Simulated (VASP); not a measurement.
# Ta (a cell with a defect) in VASP: a series of runs, part 2 of 2

VASP 6.6.1. Earlier steps stand in the parts before.

### Step 3. Single point, PBE

INCAR

```
PREC = Accurate
ENCUT = 520
EDIFF = 1E-6
ISMEAR = -1
SIGMA = 0.05
LREAL = False
LASPH = True
NELM = 100
ALGO = Normal
ISIF = 2
LWAVE = False
LCHARG = False
GGA = PE
NBANDS = 48
```

KPOINTS

```
regular mesh
0
Gamma
  3 3 3
```

POSCAR

```
Ta
1.0
   -3.2768380000      3.2768380000      3.2768380000
    3.2768380000     -3.2768380000      3.2768380000
    3.2768380000      3.2768380000     -3.2768380000
Ta
7
Direct
   -0.0031991206      0.0186892059     -0.0068695798
   -0.0032339103     -0.0234938377      0.4968819026
   -0.0032163628      0.4953198785     -0.2293377030
    0.5155988792      0.0141123852      0.0157117929
    0.4734210236     -0.0280337325      0.4697809291
    0.5201299240      0.4952947018     -0.0068773617
    0.4779885365      0.4953296440      0.4969098259
```

Potentials or basis: VASP PAW PBE potentials, release 64 (Ta_pv).

On the command line:

```sh
$ cat potpaw_PBE.64/Ta_pv/POTCAR > POTCAR
$ mpirun -np 1 vasp_std > vasp.out
```

OUTCAR:

```text
PREC = Accurate
   ENCUT = 520
   EDIFF = 1E-6
   ISMEAR = -1
   LREAL = False
   LASPH = True
   NELM = 100
   ISIF = 2
   GGA = PE

 ion  position               nearest neighbor table
   1  0.997  0.019  0.993-   2 2.75   7 2.77   4 2.77   3 2.81   4 2.91   7 2.91   2 2.95   6 3.28
                             5 3.28   5 3.28   6 3.28   3 3.35
   2  0.997  0.977  0.497-   1 2.75   5 2.77   6 2.77   3 2.83   6 2.91   5 2.91   1 2.95   4 3.28
                             7 3.28   7 3.28   4 3.28   3 3.56
   3  0.997  0.495  0.771-   5 2.81   6 2.81   1 2.81   7 2.83   4 2.83   2 2.83   1 3.35   6 3.35
                             5 3.35   4 3.56   7 3.56   2 3.56
   4  0.516  0.014  0.016-   5 2.75   6 2.77   1 2.77   3 2.83   1 2.91   6 2.91   5 2.95   2 3.28
                             7 3.28   7 3.28   2 3.28   3 3.56
   5  0.473  0.972  0.470-   4 2.75   2 2.77   7 2.77   3 2.81   2 2.91   7 2.91   4 2.95   6 3.28
                             1 3.28   1 3.28   6 3.28   3 3.35
   6  0.520  0.495  0.993-   7 2.75   4 2.77   2 2.77   3 2.81   2 2.91   4 2.91   7 2.95   1 3.28
                             5 3.28   5 3.28   1 3.28   3 3.35
   7  0.478  0.495  0.497-   6 2.75   5 2.77   1 2.77   3 2.83   5 2.91   1 2.91   6 2.95   4 3.28
                             2 3.28   2 3.28   4 3.28   3 3.56

  LATTYP: Found a body centered cubic cell.
 ALAT       =     6.5536760000

  Lattice vectors:

 A1 = (  -3.2768380000,   3.2768380000,   3.2768380000)
 A2 = (   3.2768380000,  -3.2768380000,   3.2768380000)
 A3 = (   3.2768380000,   3.2768380000,  -3.2768380000)

Analysis of symmetry for initial positions (statically):
=====================================================================
 Subroutine PRICEL returns:
 Original cell was already a primitive cell.

 Routine SETGRP: Setting up the symmetry group for a
 body centered cubic supercell.

 Subroutine GETGRP returns: Found  1 space group operations
 (whereof  1 operations were pure point group operations)
 out of a pool of 48 trial point group operations.

The static configuration has the point symmetry C_1 .

Analysis of symmetry for dynamics (positions and initial velocities):
[... 136 lines left out ...]
   LHFCALC =     F    Hartree Fock is set to
   AEXX    =    0.0000 exact exchange contribution
   IVDW    =     0    specifies the selected vdW correction
   LEPSILON=     F    determine dielectric tensor
   LRPA    =     F    only Hartree local field effects (RPA)
 non-spin polarized calculation
  energy-cutoff  :      520.00
  volume of cell :      140.74
 maximum number of plane-waves:      3811
 NGX is ok and might be reduce to    42
   NGX = 21   NGY = 21   NGZ = 21

 number of electron      77.0000002 magnetization

 Free energy of the ion-electron system (eV)
  ---------------------------------------------------
  ext. energy  EPLUGINS =         0.00000000
  ---------------------------------------------------
  free energy    TOTEN  =       -79.47088420 eV

  energy without entropy =      -79.39898639  energy(sigma->0) =      -79.43493530

 E-fermi :   4.7867     XC(G=0): -11.9488

 val. band max:        4.7594358243   @ k =   0.3333  -0.3333   0.0000
 cond. band min:       4.8100868361   @ k =   0.0000   0.3333  -0.3333
 fundamental gap:      0.0506510118
 Fermi energy:         4.7866725543

 k-point     1 :       0.0000    0.0000    0.0000
  band No.  band energies     occupation
      1     -29.8370      2.00000
      2     -29.8370      2.00000
      3     -29.8237      2.00000
      4     -29.7466      2.00000
      5     -29.7466      2.00000
      6     -29.6840      2.00000
[... 703 lines left out ...]
     47       7.2705      0.00000
     48       7.2771      0.00000

------------------------ aborting loop because EDIFF is reached ----------------------------------------

  FORCE on cell =-STRESS in cart. coord.  units (eV):
  Direction    XX          YY          ZZ          XY          YZ          ZX
  --------------------------------------------------------------------------------------
  -------------------------------------------------------------------------------------
  Total       -1.4601999     -1.4600195     -1.4602044     -1.2232980      1.2228037      1.2233218
  in kB      -16.6225626    -16.6205093    -16.6226145    -13.9257289     13.9201016     13.9260000
  external PRESSURE =     -16.6218955 kB  Pullay stress =       0.0000000 kB

 VOLUME and BASIS-vectors are now :
 -----------------------------------------------------------------------------
  energy-cutoff  :      520.00
  volume of cell :      140.74
      direct lattice vectors                 reciprocal lattice vectors
    -3.276838000  3.276838000  3.276838000     0.000000000  0.152586121  0.152586121
     3.276838000 -3.276838000  3.276838000     0.152586121  0.000000000  0.152586121
     3.276838000  3.276838000 -3.276838000     0.152586121  0.152586121  0.000000000

 POSITION                                       TOTAL-FORCE (eV/Angst)
 -----------------------------------------------------------------------------------
      0.04921      6.45944      0.07327         0.012832      0.017375     -0.017850
      1.56181      1.69459      4.83789         0.018310      0.012903     -0.012228
      0.88212      4.16855      2.36405        -0.090261     -0.090158      0.090331
     -1.59181      1.69478      1.68429         0.012370      0.011820     -0.018138
      3.17305     -0.09426      3.19690         0.017038      0.017456     -0.012485
      3.17292      3.33568      0.07308         0.017571      0.012606     -0.016991
      1.68512      1.57147      1.56111         0.012138      0.017998     -0.012639
 -----------------------------------------------------------------------------------
    total drift:                                0.000548      0.000114      0.000069

  FREE ENERGIE OF THE ION-ELECTRON SYSTEM (eV)
  ---------------------------------------------------
  free  energy   TOTEN  =       -79.4708842000 eV

  energy  without entropy=      -79.3989863919  energy(sigma->0) =      -79.43493530
```

It used 170 s of CPU time on 1 thread of AMD EPYC 7R13 Processor (Zen 3), with other jobs on the host.

Results:

| Item | Value |
| --- | --- |
| Free energy | -79.4709 eV |
| Pressure | -1.7 GPa |
| Largest force | 0.156 eV/Å |

Forces in eV/Å, atoms in the order of the input:
```
Ta   0.013  0.017 -0.018
Ta   0.018  0.013 -0.012
Ta  -0.090 -0.090  0.090
Ta   0.012  0.012 -0.018
Ta   0.017  0.017 -0.012
Ta   0.018  0.013 -0.017
Ta   0.012  0.018 -0.013
```

Caveat: the k points lie up to 0.45 Å⁻¹ apart; spin-orbit coupling is left out, which moves the levels of the heavy elements.

### Step 4. Single point, PBE

Changes to INCAR since step 3:

```diff
@@ -7,3 +7,3 @@
 LASPH = True
-NELM = 100
+NELM = 60
 ALGO = Normal
```

KPOINTS

```
Automatic mesh
0
Gamma
  3 3 3
```

POSCAR

```
Ta
1.0
   -3.2768380000      3.2768380000      3.2768380000
    3.2768380000     -3.2768380000      3.2768380000
    3.2768380000      3.2768380000     -3.2768380000
Ta
7
Direct
   -0.0031994258      0.0233473550     -0.0044220984
   -0.0030486707     -0.0159745462      0.4981979579
   -0.0031104681      0.4952507570     -0.3523067054
    0.5081050696      0.0065448765      0.0094104438
    0.4687824055     -0.0329241177      0.4674735217
    0.5250715781      0.4953207940     -0.0043744915
    0.4855922081      0.4951712596      0.4980890114
```

On the command line:

```sh
$ cat potpaw_PBE.64/Ta_pv/POTCAR > POTCAR
$ mpirun -np 1 vasp_std > vasp.out
```

It used 160 s of CPU time on 1 thread of AMD EPYC 7R13 Processor (Zen 3), on a shared host.

Results (log left out):

| Item | Value |
| --- | --- |
| Free energy | -79.4204 eV |
| Pressure | -1.8 GPa |
| Largest force | 0.038 eV/Å |

Forces in eV/Å, atoms in the order of the input:
```
Ta   0.034 -0.001  0.004
Ta   0.014 -0.026  0.024
Ta   0.005  0.005 -0.006
Ta  -0.025 -0.024 -0.014
Ta  -0.001 -0.004 -0.035
Ta  -0.004  0.035  0.001
Ta  -0.023  0.015  0.025
```

Stress tensor (GPa, compression positive):
```
-1.79 -1.80  1.80
-1.80 -1.79  1.80
 1.80  1.80 -1.79
```

Levels at points of the mesh, in eV from the Fermi level:
```tsv
k point	band 34	band 35	band 36	band 37	band 38	band 39	band 40	band 41	band 42	band 43
(0.00, 0.00, 0.00)	-0.34	-0.34	-0.25	0.25	0.89	0.89	1.32	1.32	1.66	2.15
```

Caveat: the k points lie up to 0.45 Å⁻¹ apart; spin-orbit coupling is left out, which moves the levels of the heavy elements.
